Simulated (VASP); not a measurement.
Here is a VASP 6.6.1 calculation.

Contents of INCAR:

```
SYSTEM = Mo
ALGO = Fast
EDIFF = 1E-6
ENCUT = 520
GGA = PS
ISIF = 2
ISMEAR = 0
LASPH = .TRUE.
LCHARG = .FALSE.
LREAL = .FALSE.
LWAVE = .FALSE.
NBANDS = 36
NELM = 80
PREC = Accurate
SIGMA = 0.15
```

File KPOINTS:

```
k-points
0
G
  25 25 6
  0 0 0
```

POSCAR

```
Mo
1.0
   -1.3711677094     -2.3749321384      0.0000000000
    1.3711677094     -2.3749321384      0.0000000000
    0.0000000000      0.0000000000      9.9682842839
Mo
4
Direct
    0.0000000000      0.0000000000      0.1250000000
    0.0000000000      0.0000000000      0.3750000000
    0.0000000000      0.0000000000      0.6250000000
    0.0000000000      0.0000000000      0.8750000000
```

Potentials or basis: VASP PAW PBE potentials, release 64 (Mo_sv).

Command:

```bash
$ cat potpaw_PBE.64/Mo_sv/POTCAR > POTCAR
$ mpirun -np 1 vasp_std > vasp.out
```

Task: Estimate the band gap on the k mesh.

Result: Zero (bands 28 and 29 overlap by 1.65 eV).

Task: Estimate the pressure.

Result: 0.6 GPa.

Stress tensor (GPa, compression positive):
```
 0.96  0.00  0.00
 0.00  0.96  0.00
 0.00  0.00 -0.06
```

Caveat: the PAW data sets were made with another functional, which shifts forces and pressure a little.
